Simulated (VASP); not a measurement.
# GaN (F-43m) in VASP: single point with LDA

Aim: the single point of GaN with LDA.

Program: VASP 6.6.1. These are calculated values, not measurements. Logs are shortened: lines on timing, memory, paths and dates and some standing lists are left out, and cuts for length are marked.

## Step 1: The cell of the first run

It takes space group F-43m (No. 216, cubic). Conventional cell: a = 4.455 Å, b = 4.455 Å, c = 4.455 Å, α = 90.00°, β = 90.00°, γ = 90.00°. Within 2.6 Å of Ga (site symmetry -43m) lie 4 N at 1.93 Å. N (site symmetry -43m) has 4 Ga at 1.93 Å within 2.6 Å.

## Step 2: Single point, LDA

INCAR reads:

```
PREC = Accurate
ENCUT = 1330
EDIFF = 1E-6
ISMEAR = 0
SIGMA = 0.02
LREAL = F
LASPH = T
NELM = 120
ALGO = Normal
ISIF = 2
LWAVE = F
LCHARG = T
LELF = T
LVHAR = T
NBANDS = 16
GGA_COMPAT = F
```

KPOINTS reads:

```
regular mesh
0
Gamma
  10 10 10
```

POSCAR reads:

```
GaN
1.0
    0.0000000000      2.2276018791      2.2276018791
    2.2276018791      0.0000000000      2.2276018791
    2.2276018791      2.2276018791      0.0000000000
Ga N
1 1
Direct
    0.0000000000      0.0000000000      0.0000000000
    0.2500000000      0.2500000000      0.2500000000
```

Potentials or basis: VASP PAW LDA potentials, release 64 (Ga_d, N_h).

Run with:

```bash
$ cat potpaw_LDA.64/Ga_d/POTCAR potpaw_LDA.64/N_h/POTCAR > POTCAR
$ mpirun -np 1 vasp_std > vasp.out
```

OUTCAR:

```text
PREC = Accurate
   ENCUT = 1330
   EDIFF = 1E-6
   ISMEAR = 0
   LREAL = F
   LASPH = T
   NELM = 120
   ISIF = 2

 ion  position               nearest neighbor table
   1  0.000  0.000  0.000-   2 1.93   2 1.93   2 1.93   2 1.93
   2  0.250  0.250  0.250-   1 1.93   1 1.93   1 1.93   1 1.93

  LATTYP: Found a face centered cubic cell.
 ALAT       =     4.4552037582

  Lattice vectors:

 A1 = (   0.0000000000,   2.2276018791,   2.2276018791)
 A2 = (   2.2276018791,   0.0000000000,   2.2276018791)
 A3 = (   2.2276018791,   2.2276018791,   0.0000000000)

Analysis of symmetry for initial positions (statically):
=====================================================================
 Subroutine PRICEL returns:
 Original cell was already a primitive cell.

 Routine SETGRP: Setting up the symmetry group for a
 face centered cubic supercell.

 Subroutine GETGRP returns: Found 24 space group operations
 (whereof 24 operations were pure point group operations)
 out of a pool of 48 trial point group operations.

The static configuration has the point symmetry T_d .

Analysis of symmetry for dynamics (positions and initial velocities):
=====================================================================
 Subroutine PRICEL returns:
 Original cell was already a primitive cell.

 Routine SETGRP: Setting up the symmetry group for a
 face centered cubic supercell.

 Subroutine GETGRP returns: Found 24 space group operations
 (whereof 24 operations were pure point group operations)
 out of a pool of 48 trial point group operations.

The dynamic configuration has the point symmetry T_d .

 Subroutine INISYM returns: Found 24 space group operations
 (whereof 24 operations are pure point group operations),
 and found     1 'primitive' translations

----------------------------------------------------------------------------------------

                                     Primitive cell

  volume of cell :      22.1077

  direct lattice vectors                    reciprocal lattice vectors
     0.000000000  2.227601879  2.227601879    -0.224456625  0.224456625  0.224456625
     2.227601879  0.000000000  2.227601879     0.224456625 -0.224456625  0.224456625
     2.227601879  2.227601879  0.000000000     0.224456625  0.224456625 -0.224456625

  length of vectors
     3.150304789  3.150304789  3.150304789     0.388770279  0.388770279  0.388770279

  position of ions in fractional coordinates (direct lattice)
     0.000000000  0.000000000  0.000000000
     0.250000000  0.250000000  0.250000000

  ion indices of the primitive-cell ions
   primitive index   ion index
                 1           1
                 2           2

----------------------------------------------------------------------------------------

 KPOINTS: regular mesh

Automatic generation of k-mesh.
 Grid dimensions read from file:
 generate k-points for:   10   10   10

 Generating k-lattice:

  Cartesian coordinates                     Fractional coordinates (reciprocal lattice)
    -0.022445663  0.022445663  0.022445663     0.100000000  0.000000000  0.000000000
     0.022445663 -0.022445663  0.022445663     0.000000000  0.100000000  0.000000000
     0.022445663  0.022445663 -0.022445663     0.000000000  0.000000000  0.100000000

  Length of vectors
     0.038877028  0.038877028  0.038877028

  Shift w.r.t. Gamma in fractional coordinates (k-lattice)
     0.000000000  0.000000000  0.000000000

 Subroutine IBZKPT returns following result:
 ===========================================

 Found     47 irreducible k-points:

 Following reciprocal coordinates:
            Coordinates               Weight
  0.000000  0.000000  0.000000      1.000000
  0.100000  0.000000  0.000000      8.000000
  0.200000  0.000000  0.000000      8.000000
  0.300000  0.000000  0.000000      8.000000
  0.400000  0.000000  0.000000      8.000000
  0.500000  0.000000  0.000000      4.000000
[... 16 lines left out ...]
  0.300000  0.300000  0.000000      6.000000
  0.400000  0.300000  0.000000     24.000000
 [... further k-points ...]
   k-points           NKPTS =     47   k-points in BZ     NKDIM =     47   number of bands    NBANDS=     16
   number of dos      NEDOS =    301   number of ions     NIONS =      2
   total plane-waves  NPLWV =  64000
   dimension x,y,z NGX =    40 NGY =   40 NGZ =   40
   dimension x,y,z NGXF=    80 NGYF=   80 NGZF=   80
   ions per type =               1   1
   NGX,Y,Z   is equivalent  to a cutoff of  21.11, 21.11, 21.11 a.u.
   NGXF,Y,Z  is equivalent  to a cutoff of  42.22, 42.22, 42.22 a.u.
 SYSTEM =  unknown system
   PREC   = accura    normal or accurate (medium, high low for compatibility)
   ISTART =      0    job   : 0-new  1-cont  2-samecut
   ICHARG =      2    charge: 1-file 2-atom 10-const
   ISPIN  =      1    spin polarized calculation?
   LNONCOLLINEAR =      F non collinear calculations
   LSORBIT =      F    spin-orbit coupling
   LASPH  =      T    aspherical Exc in radial PAW
   ENCUT  = 1330.0 eV  97.75 Ry    9.89 a.u.   9.37  9.37  9.37*2*pi/ulx,y,z
   NELM   =    120;   NELMIN=  2; NELMDL= -5     # of ELM steps
   EDIFF  = 0.1E-05   stopping-criterion for ELM
   LREAL  =      F    real-space projection
   EDIFFG = 0.1E-04   stopping-criterion for IOM
   NSW    =      0    number of steps for IOM
   IBRION =     -1    ionic relax: 0-MD 1-quasi-New 2-CG
   NFREE  =      0    steps in history (QN), initial steepest desc. (CG)
   ISIF   =      2    stress and relaxation
   ISYM   =      2    0-nonsym 1-usesym 2-fastsym
   POTIM  = 0.5000    time-step for ionic-motion
   TEBEG  =    0.0;   TEEND  =   0.0 temperature during run
   PSTRESS=    0.0 pullay stress
   NELECT =      18.0000    total number of electrons
   NUPDOWN=      -1.0000    fix difference up-down
   EMIN   =  10.00;   EMAX   =-10.00  energy-range for DOS
   EFERMI =   0.00;   METHOD = LEGACY
   ISMEAR =     0;   SIGMA  =   0.02  broadening in eV -4-tet -1-fermi 0-gaus
   EFERMI_NEDOS =   21; number of points for ismear=-14 and -15
   IALGO  =     38    algorithm
   IMIX   =      4    mixing-type and parameters
     AMIX     =   0.40;   BMIX     =  1.00
     AMIX_MAG =   1.60;   BMIX_MAG =  1.00
  volume/ion in A,a.u.               =      11.05        74.59
  Fermi-wavevector in a.u.,A,eV,Ry     =   1.528685  2.888796 31.795166  2.336879
  Thomas-Fermi vector in A             =   2.636410
   LORBIT       =      0    0 simple, 1 ext, 2 COOP (PROOUT), +10 PAW based schemes
   GGA     = CA    functional components
   LHFCALC =     F    Hartree Fock is set to
   AEXX    =    0.0000 exact exchange contribution
   IVDW    =     0    specifies the selected vdW correction
   LEPSILON=     F    determine dielectric tensor
   LRPA    =     F    only Hartree local field effects (RPA)
 non-spin polarized calculation
 Gauss-broadening in eV      SIGMA  =   0.02
  energy-cutoff  :     1330.00
  volume of cell :       22.11
 maximum number of plane-waves:      2454
 NGX is ok and might be reduce to    40
   NGX = 19   NGY = 19   NGZ = 19

 number of electron      18.0000001 magnetization

 Free energy of the ion-electron system (eV)
  ---------------------------------------------------
  ext. energy  EPLUGINS =         0.00000000
  ---------------------------------------------------
  free energy    TOTEN  =       -13.94714364 eV

  energy without entropy =      -13.94714364  energy(sigma->0) =      -13.94714364

 E-fermi :   5.9464     XC(G=0): -12.3197

 val. band max:        5.7396192160   @ k =   0.0000   0.0000   0.0000
 cond. band min:       7.7143065890   @ k =   0.0000   0.0000   0.0000
 fundamental gap:      1.9746873730
 Fermi energy:         5.9464005466

 k-point     1 :       0.0000    0.0000    0.0000
  band No.  band energies     occupation
      1     -10.3680      2.00000
      2      -7.8510      2.00000
      3      -7.8510      2.00000
      4      -7.8510      2.00000
      5      -7.4965      2.00000
      6      -7.4965      2.00000
[... 8 lines left out ...]
     15      24.6848      0.00000
     16      24.6848      0.00000

 k-point     2 :       0.1000    0.0000    0.0000
  band No.  band energies     occupation
      1     -10.2483      2.00000
      2      -7.8360      2.00000
      3      -7.8360      2.00000
      4      -7.8131      2.00000
      5      -7.4981      2.00000
      6      -7.4981      2.00000
[... 8 lines left out ...]
     15      23.4031      0.00000
     16      23.4031      0.00000

 k-point     3 :       0.2000    0.0000    0.0000
  band No.  band energies     occupation
      1      -9.9465      2.00000
      2      -7.8011      2.00000
      3      -7.8011      2.00000
      4      -7.6471      2.00000
      5      -7.4969      2.00000
      6      -7.4969      2.00000
[... 8 lines left out ...]
     15      22.6279      0.00000
     16      22.6279      0.00000

 k-point     4 :       0.3000    0.0000    0.0000
  band No.  band energies     occupation
      1      -9.6286      2.00000
      2      -7.7703      2.00000
      3      -7.7703      2.00000
      4      -7.4820      2.00000
      5      -7.4820      2.00000
      6      -7.2216      2.00000
[... 8 lines left out ...]
     15      23.1365      0.00000
     16      23.1365      0.00000
[... 324 lines left out ...]
 k-point    22 :      -0.2000    0.2000    0.0000
  band No.  band energies     occupation
      1      -9.5312      2.00000
      2      -7.7535      2.00000
      3      -7.7358      2.00000
      4      -7.5221      2.00000
      5      -7.5159      2.00000
      6      -7.0255      2.00000
[... 8 lines left out ...]
     15      23.2409      0.00000
     16      26.5336      0.00000

 k-point    23 :       0.3000    0.3000    0.0000
  band No.  band energies     occupation
      1      -9.4398      2.00000
      2      -7.6981      2.00000
      3      -7.6411      2.00000
      4      -7.6411      2.00000
      5      -7.4409      2.00000
      6      -7.0096      2.00000
[... 8 lines left out ...]
     15      28.0545      0.00000
     16      28.6425      0.00000

 k-point    24 :       0.4000    0.3000    0.0000
  band No.  band energies     occupation
      1      -9.3201      2.00000
      2      -7.7166      2.00000
      3      -7.6038      2.00000
      4      -7.6024      2.00000
      5      -7.4297      2.00000
      6      -6.5046      2.00000
[... 8 lines left out ...]
     15      28.4441      0.00000
     16      28.4784      0.00000

 [... further k-points ...]

------------------------ aborting loop because EDIFF is reached ----------------------------------------

  FORCE on cell =-STRESS in cart. coord.  units (eV):
  Direction    XX          YY          ZZ          XY          YZ          ZX
  --------------------------------------------------------------------------------------
  -------------------------------------------------------------------------------------
  Total        0.1377114      0.1377114      0.1377114     -0.0000000     -0.0000000     -0.0000000
  in kB        9.9801665      9.9801665      9.9801665     -0.0000000     -0.0000000     -0.0000000
  external PRESSURE =       9.9801665 kB  Pullay stress =       0.0000000 kB

 VOLUME and BASIS-vectors are now :
 -----------------------------------------------------------------------------
  energy-cutoff  :     1330.00
  volume of cell :       22.11
      direct lattice vectors                 reciprocal lattice vectors
     0.000000000  2.227601879  2.227601879    -0.224456625  0.224456625  0.224456625
     2.227601879  0.000000000  2.227601879     0.224456625 -0.224456625  0.224456625
     2.227601879  2.227601879  0.000000000     0.224456625  0.224456625 -0.224456625

 POSITION                                       TOTAL-FORCE (eV/Angst)
 -----------------------------------------------------------------------------------
      0.00000      0.00000      0.00000        -0.000000     -0.000000     -0.000000
      1.11380      1.11380      1.11380         0.000000      0.000000      0.000000
 -----------------------------------------------------------------------------------
    total drift:                               -0.000000     -0.000000     -0.000000

  FREE ENERGIE OF THE ION-ELECTRON SYSTEM (eV)
  ---------------------------------------------------
  free  energy   TOTEN  =       -13.9471436386 eV

  energy  without entropy=      -13.9471436386  energy(sigma->0) =      -13.94714364
```

Run time: 61 s. Hardware: 1 thread of Intel Xeon Platinum 8259CL at 2.50GHz (Skylake/Cascade Lake), shared host; peak memory 0.25 GiB.

Results:

* Free energy: -13.9471 eV
* Pressure: 1.0 GPa
* Band gap on the k mesh: 1.97 eV

Levels at points of the mesh, in eV from the valence-band top:
```tsv
k point	band 6	band 7	band 8	band 9	band 10	band 11	band 12	band 13
(0.00, 0.00, 0.00)	-13.24	0.00	0.00	0.00	1.97	10.33	10.33	10.33
(0.50, 0.00, 0.00)	-11.86	-7.35	-1.02	-1.02	4.78	8.77	10.39	10.39
(0.50, 0.50, 0.00)	-11.38	-6.35	-2.86	-2.86	3.26	6.69	11.75	14.12
```
